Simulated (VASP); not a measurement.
# Si16O (a cell with a defect) in VASP: single point with PBE+D3(BJ)

Aim: the single point of Si16O (a cell with a defect) with PBE+D3(BJ).

Everything below comes from runs of VASP 6.6.1. Logs are shortened: lines on timing, memory, paths and dates and some standing lists are left out, and cuts for length are marked.

### 1 The cell of the first run

The cell holds a defect, 17 atoms: a = 7.679 Å, b = 7.679 Å, c = 7.679 Å, α = 60.00°, β = 60.00°, γ = 60.00°.

### 2 Single point, PBE+D3(BJ), collinear spin, ferromagnetic start

Contents of INCAR:

```
PREC = Accurate
ENCUT = 520
EDIFF = 1E-6
ISMEAR = 0
SIGMA = 0.02
LREAL = Auto
LASPH = T
NELM = 150
ALGO = Normal
ISIF = 2
LWAVE = F
LCHARG = T
ISPIN = 2
MAGMOM = 0 0 0 0 0 0 0 0 0 0 0 0 0 0 0 0 1
LORBIT = 11
GGA = PE
IVDW = 12
LELF = T
LVHAR = T
NBANDS = 53
```

Contents of KPOINTS:

```
Automatic mesh
0
Gamma
  2 2 2
```

Contents of POSCAR:

```
Si16O
1.0
    0.0000000000      5.4300000000      5.4300000000
    5.4300000000      0.0000000000      5.4300000000
    5.4300000000      5.4300000000      0.0000000000
Si O
16 1
Direct
   -0.0458020471      0.0190066272      0.0313388524
    0.1109703167      0.1295550904      0.1327640789
   -0.0008053756     -0.0036979570      0.5060699461
    0.1406244342      0.0668406840      0.6621928373
   -0.0002188275      0.5026822962     -0.0103419339
    0.1482164294      0.6404646870      0.0734805955
    0.0064782489      0.5093375650      0.4706276996
    0.1237831492      0.6208414879      0.6142428002
    0.4846786704     -0.0125058991     -0.0094730051
    0.5971348349      0.1166428961      0.1219608617
    0.5086185398      0.0109790905      0.4803886462
    0.6263743562      0.1282760042      0.6166954807
    0.5244950921      0.4740962610     -0.0012659354
    0.6270835409      0.6134624292      0.1274588098
    0.4984186846      0.5023684269      0.5010390507
    0.6230097821      0.6307984981      0.6218077365
    0.2756147708      0.8028475124      0.8123416790
```

Potentials or basis: VASP PAW PBE potentials, release 64 (Si, O).

Started as:

```bash
cat potpaw_PBE.64/Si/POTCAR potpaw_PBE.64/O/POTCAR > POTCAR
mpirun -np 1 vasp_std > vasp.out
```

OUTCAR:

```text
PREC = Accurate
   ENCUT = 520
   EDIFF = 1E-6
   ISMEAR = 0
   LREAL = Auto
   LASPH = T
   NELM = 150
   ISIF = 2
   ISPIN = 2
   LORBIT = 11
   GGA = PE
   IVDW = 12
 IVDW          = 12

 ion  position               nearest neighbor table
   1  0.954  0.019  0.031-  10 2.26   2 2.32   4 2.38   6 2.45  17 2.49
   2  0.111  0.130  0.133-   1 2.32   3 2.34   5 2.34   9 2.35
   3  0.999  0.996  0.506-   4 2.33  12 2.34   2 2.34   8 2.36
   4  0.141  0.067  0.662-  17 1.81   3 2.33  11 2.36   1 2.38   7 2.79
   5  1.000  0.503  0.990-   6 2.34  14 2.34   2 2.34   8 2.35
   6  0.148  0.640  0.073-  17 1.81   5 2.34  13 2.39   1 2.45   7 2.49
   7  0.006  0.509  0.471-   8 2.34  16 2.41   6 2.49   4 2.79
   8  0.124  0.621  0.614-   7 2.34  15 2.35   5 2.35   3 2.36
   9  0.485  0.987  0.991-  10 2.34  14 2.35  12 2.35   2 2.35
  10  0.597  0.117  0.122-   1 2.26  13 2.27  11 2.27   9 2.34
  11  0.509  0.011  0.480-  10 2.27  12 2.33   4 2.36  16 2.39  17 2.55
  12  0.626  0.128  0.617-  11 2.33   3 2.34  15 2.35   9 2.35
  13  0.524  0.474  0.999-  10 2.27  14 2.33  16 2.37   6 2.39  17 2.52
  14  0.627  0.613  0.127-  13 2.33   5 2.34  15 2.34   9 2.35
  15  0.498  0.502  0.501-  16 2.34  14 2.34  12 2.35   8 2.35
  16  0.623  0.631  0.622-  15 2.34  17 2.35  13 2.37  11 2.39   7 2.41
  17  0.276  0.803  0.812-   4 1.81   6 1.81  16 2.35   1 2.49  13 2.52  11 2.55

  LATTYP: Found a face centered cubic cell.
 ALAT       =    10.8600000000

  Lattice vectors:

 A1 = (   0.0000000000,   5.4300000000,   5.4300000000)
 A2 = (   5.4300000000,   0.0000000000,   5.4300000000)
 A3 = (   5.4300000000,   5.4300000000,   0.0000000000)

Analysis of symmetry for initial positions (statically):
=====================================================================
 Subroutine PRICEL returns:
 Original cell was already a primitive cell.

 Routine SETGRP: Setting up the symmetry group for a
 face centered cubic supercell.

 Subroutine GETGRP returns: Found  1 space group operations
 (whereof  1 operations were pure point group operations)
 out of a pool of 48 trial point group operations.

The static configuration has the point symmetry C_1 .

Analysis of symmetry for dynamics (positions and initial velocities):
=====================================================================
 Subroutine PRICEL returns:
 Original cell was already a primitive cell.

 Routine SETGRP: Setting up the symmetry group for a
 face centered cubic supercell.

 Subroutine GETGRP returns: Found  1 space group operations
 (whereof  1 operations were pure point group operations)
 out of a pool of 48 trial point group operations.

The dynamic configuration has the point symmetry C_1 .

Analysis of structural, dynamic, and magnetic symmetry:
=====================================================================
 Subroutine PRICEL returns:
 Original cell was already a primitive cell.

 Routine SETGRP: Setting up the symmetry group for a
 face centered cubic supercell.

 Subroutine GETGRP returns: Found  1 space group operations
 (whereof  1 operations were pure point group operations)
 out of a pool of 48 trial point group operations.

The overall configuration has the point symmetry C_1 .

 Subroutine INISYM returns: Found  1 space group operations
 (whereof  1 operations are pure point group operations),
 and found     1 'primitive' translations

----------------------------------------------------------------------------------------

                                     Primitive cell

  volume of cell :     320.2060

  direct lattice vectors                    reciprocal lattice vectors
     0.000000000  5.430000000  5.430000000    -0.092081031  0.092081031  0.092081031
     5.430000000  0.000000000  5.430000000     0.092081031 -0.092081031  0.092081031
     5.430000000  5.430000000  0.000000000     0.092081031  0.092081031 -0.092081031

  length of vectors
     7.679179644  7.679179644  7.679179644     0.159489025  0.159489025  0.159489025

  position of ions in fractional coordinates (direct lattice)
     0.954197953  0.019006627  0.031338852
     0.110970317  0.129555090  0.132764079
     0.999194624  0.996302043  0.506069946
     0.140624434  0.066840684  0.662192837
     0.999781173  0.502682296  0.989658066
[... 75 lines left out ...]
   NGX,Y,Z   is equivalent  to a cutoff of  12.99, 12.99, 12.99 a.u.
   NGXF,Y,Z  is equivalent  to a cutoff of  25.98, 25.98, 25.98 a.u.
 SYSTEM =  unknown system
   PREC   = accura    normal or accurate (medium, high low for compatibility)
   ISTART =      0    job   : 0-new  1-cont  2-samecut
   ICHARG =      2    charge: 1-file 2-atom 10-const
   ISPIN  =      2    spin polarized calculation?
   LNONCOLLINEAR =      F non collinear calculations
   LSORBIT =      F    spin-orbit coupling
   LASPH  =      T    aspherical Exc in radial PAW
   ENCUT  =  520.0 eV  38.22 Ry    6.18 a.u.  14.28 14.28 14.28*2*pi/ulx,y,z
   NELM   =    150;   NELMIN=  2; NELMDL= -5     # of ELM steps
   EDIFF  = 0.1E-05   stopping-criterion for ELM
   LREAL  =      T    real-space projection
   EDIFFG = 0.1E-04   stopping-criterion for IOM
   NSW    =      0    number of steps for IOM
   IBRION =     -1    ionic relax: 0-MD 1-quasi-New 2-CG
   NFREE  =      0    steps in history (QN), initial steepest desc. (CG)
   ISIF   =      2    stress and relaxation
   ISYM   =      2    0-nonsym 1-usesym 2-fastsym
   POTIM  = 0.5000    time-step for ionic-motion
   TEBEG  =    0.0;   TEEND  =   0.0 temperature during run
   PSTRESS=    0.0 pullay stress
   NELECT =      70.0000    total number of electrons
   NUPDOWN=      -1.0000    fix difference up-down
   EMIN   =  10.00;   EMAX   =-10.00  energy-range for DOS
   EFERMI =   0.00;   METHOD = LEGACY
   ISMEAR =     0;   SIGMA  =   0.02  broadening in eV -4-tet -1-fermi 0-gaus
   EFERMI_NEDOS =   21; number of points for ismear=-14 and -15
   IALGO  =     38    algorithm
   IMIX   =      4    mixing-type and parameters
     AMIX     =   0.40;   BMIX     =  1.00
     AMIX_MAG =   1.60;   BMIX_MAG =  1.00
  volume/ion in A,a.u.               =      18.84       127.11
  Fermi-wavevector in a.u.,A,eV,Ry     =   0.986199  1.863645 13.232857  0.972588
  Thomas-Fermi vector in A             =   2.117562
   LORBIT       =     11    0 simple, 1 ext, 2 COOP (PROOUT), +10 PAW based schemes
   GGA     = PE    functional components
   LHFCALC =     F    Hartree Fock is set to
   AEXX    =    0.0000 exact exchange contribution
   IVDW    =    12    specifies the selected vdW correction
   LEPSILON=     F    determine dielectric tensor
   LRPA    =     F    only Hartree local field effects (RPA)
 spin polarized calculation
 Gauss-broadening in eV      SIGMA  =   0.02
  energy-cutoff  :      520.00
  volume of cell :      320.21
 maximum number of plane-waves:      8646
 NGX is ok and might be reduce to    60
   NGX = 29   NGY = 29   NGZ = 29

 number of electron      69.9999999 magnetization       0.0000257

 number of electron      69.9999999 magnetization      -0.0000136

 Free energy of the ion-electron system (eV)
  ---------------------------------------------------
  ext. energy  EPLUGINS =         0.00000000
  ---------------------------------------------------
  free energy    TOTEN  =       -90.47879997 eV

  energy without entropy =      -90.47879997  energy(sigma->0) =      -90.47879997

 E-fermi :   6.2242     XC(G=0):  -9.5513

 val. band max:        6.0932629451   @ k =   0.0000   0.0000   0.0000
 cond. band min:       6.4461498129   @ k =   0.5000   0.5000   0.5000
 fundamental gap:      0.3528868678
 Fermi energy:         6.2242375814

 spin component 1

 k-point     1 :       0.0000    0.0000    0.0000
  band No.  band energies     occupation
      1     -14.0611      1.00000
      2      -5.7575      1.00000
      3      -4.3251      1.00000
      4      -3.9866      1.00000
      5      -3.7863      1.00000
      6      -3.2286      1.00000
[... 389 lines left out ...]
     46      10.2911      0.00000
     47      10.3619      0.00000
 Fermi energy:         6.2242375814

 spin component 2

 k-point     1 :       0.0000    0.0000    0.0000
  band No.  band energies     occupation
      1     -14.0611      1.00000
      2      -5.7575      1.00000
      3      -4.3251      1.00000
      4      -3.9866      1.00000
      5      -3.7864      1.00000
      6      -3.2286      1.00000
[... 389 lines left out ...]
     46      10.2911      0.00000
     47      10.3619      0.00000
 [bands above 47 left out]

------------------------ aborting loop because EDIFF is reached ----------------------------------------

 Edisp (eV)   -5.27918

 E8    (eV) :    -2.1698

  FORCE on cell =-STRESS in cart. coord.  units (eV):
  Direction    XX          YY          ZZ          XY          YZ          ZX
  --------------------------------------------------------------------------------------
  -------------------------------------------------------------------------------------
  Total       4.68509     2.31885     2.36987    -0.69448     1.69096    -0.63980
  in kB      23.44221    11.60255    11.85783    -3.47487     8.46085    -3.20130
  external pressure =       15.63 kB  Pullay stress =        0.00 kB

 VOLUME and BASIS-vectors are now :
 -----------------------------------------------------------------------------
  energy-cutoff  :      520.00
  volume of cell :      320.21
      direct lattice vectors                 reciprocal lattice vectors
     0.000000000  5.430000000  5.430000000    -0.092081031  0.092081031  0.092081031
     5.430000000  0.000000000  5.430000000     0.092081031 -0.092081031  0.092081031
     5.430000000  5.430000000  0.000000000     0.092081031  0.092081031 -0.092081031

 POSITION                                       TOTAL-FORCE (eV/Angst)
 -----------------------------------------------------------------------------------
      0.27338      5.35146      5.28450        -0.000250     -0.002417      0.009370
      1.42439      1.32348      1.30605        -0.002036     -0.002491      0.002829
      8.15788      8.17359     10.83555         0.001897      0.001739     -0.000207
      3.95865      4.35930      1.12654        -0.002704     -0.028047      0.021946
      8.10341     10.80266      8.15838         0.001204     -0.000350     -0.003749
      3.87672      1.20381      4.28254         0.000161      0.012015     -0.031532
[... 9 lines left out ...]
      6.80165      6.75936      6.80818        -0.003347     -0.009250     -0.008277
      8.77048      5.90760      5.85605        -0.028223      0.027420      0.017644
 -----------------------------------------------------------------------------------
    total drift:                               -0.004766      0.009922      0.002598

  FREE ENERGIE OF THE ION-ELECTRON SYSTEM (eV)
  ---------------------------------------------------
  free  energy   TOTEN  =       -95.7579756129 eV

  energy  without entropy=      -95.7579756129  energy(sigma->0) =      -95.75797561

 total charge

# of ion       s       p       d       tot
------------------------------------------
    1        0.779   0.911   0.000   1.690
    2        0.741   0.959   0.000   1.700
    3        0.746   0.960   0.000   1.706
    4        0.738   0.892   0.000   1.631
    5        0.744   0.961   0.000   1.705
    6        0.729   0.897   0.000   1.626
[... 9 lines left out ...]
   16        0.752   0.895   0.000   1.647
   17        1.600   3.443   0.000   5.043
--------------------------------------------------
tot         13.615  18.412   0.000  32.027

 magnetization (x)

# of ion       s       p       d       tot
------------------------------------------
    1       -0.000  -0.000   0.000  -0.000
    2        0.000   0.000   0.000   0.000
    3        0.000   0.000   0.000   0.000
    4        0.000  -0.000   0.000   0.000
    5        0.000   0.000   0.000   0.000
    6        0.000  -0.000   0.000  -0.000
[... 9 lines left out ...]
   16       -0.000  -0.000   0.000  -0.000
   17       -0.000  -0.000   0.000  -0.000
--------------------------------------------------
tot         -0.000  -0.000   0.000  -0.000
```

It took 17 min on 1 thread of Oxide Virtual Turin-like, shared host; peak memory 0.68 GiB.

What came out:

```yaml
Free_energy: -95.7580 eV
Pressure: 1.6 GPa
Largest_force: 0.043 eV/Å
Band_gap_on_the_k_mesh: 0.35 eV
Net_moment: 0.00 μB per cell
Valence_electrons_inside_the_program's_atomic_spheres: Si 1.69, 1.70, 1.71, 1.63, 1.62, 1.76, 1.65 (each value once); O 5.04
Dispersion_energy_per_atom: -0.311 eV
```

Forces on the atoms (eV/Å):
```
Si   0.000 -0.002  0.009
Si  -0.002 -0.002  0.003
Si   0.002  0.002  0.000
Si  -0.003 -0.028  0.022
Si   0.001  0.000 -0.004
Si   0.000  0.012 -0.032
Si   0.014  0.001  0.001
Si   0.000  0.005  0.002
Si  -0.004 -0.002 -0.003
Si  -0.001  0.003 -0.015
Si   0.010  0.010 -0.010
Si  -0.003 -0.005  0.000
Si   0.019 -0.013  0.011
Si  -0.001  0.004  0.001
Si  -0.001 -0.001  0.004
Si  -0.003 -0.009 -0.008
O   -0.028  0.027  0.018
```

Levels at points of the mesh, in eV from the valence-band top:
Spin up:
```csv
k point,band 33,band 34,band 35,band 36,band 37,band 38
"(0.00, 0.00, 0.00)",-0.22,-0.10,0.00,0.45,0.52,0.74
"(0.50, 0.00, 0.00)",-0.90,-0.87,-0.54,0.97,1.28,1.35
"(0.00, 0.50, 0.00)",-0.91,-0.71,-0.59,0.58,1.31,1.37
"(0.00, 0.00, 0.50)",-0.88,-0.73,-0.51,0.79,1.29,1.39
"(0.50, 0.50, 0.50)",-0.86,-0.72,-0.26,0.35,1.32,1.35
"(0.50, 0.50, 0.00)",-1.31,-1.22,-0.90,0.50,1.19,1.33
"(0.00, 0.50, 0.50)",-1.35,-1.25,-1.15,0.69,1.15,1.30
"(0.50, 0.00, 0.50)",-1.38,-1.25,-0.65,0.42,1.24,1.35
```
Spin down:
```csv
k point,band 32,band 33,band 34,band 35,band 36,band 37,band 38,band 39
"(0.00, 0.00, 0.00)",-0.54,-0.22,-0.10,0.00,0.45,0.52,0.74,0.81
"(0.50, 0.00, 0.00)",-1.16,-0.90,-0.87,-0.54,0.97,1.28,1.35,1.56
"(0.00, 0.50, 0.00)",-1.48,-0.91,-0.71,-0.59,0.58,1.31,1.37,1.51
"(0.00, 0.00, 0.50)",-1.44,-0.88,-0.73,-0.51,0.79,1.29,1.39,1.55
"(0.50, 0.50, 0.50)",-0.99,-0.86,-0.72,-0.26,0.35,1.32,1.35,1.39
"(0.50, 0.50, 0.00)",-1.61,-1.31,-1.22,-0.90,0.50,1.19,1.33,2.33
"(0.00, 0.50, 0.50)",-1.48,-1.35,-1.25,-1.15,0.69,1.15,1.30,2.26
"(0.50, 0.00, 0.50)",-1.62,-1.38,-1.25,-0.65,0.42,1.24,1.35,2.35
```

Caveat: the k points lie up to 0.50 Å⁻¹ apart.
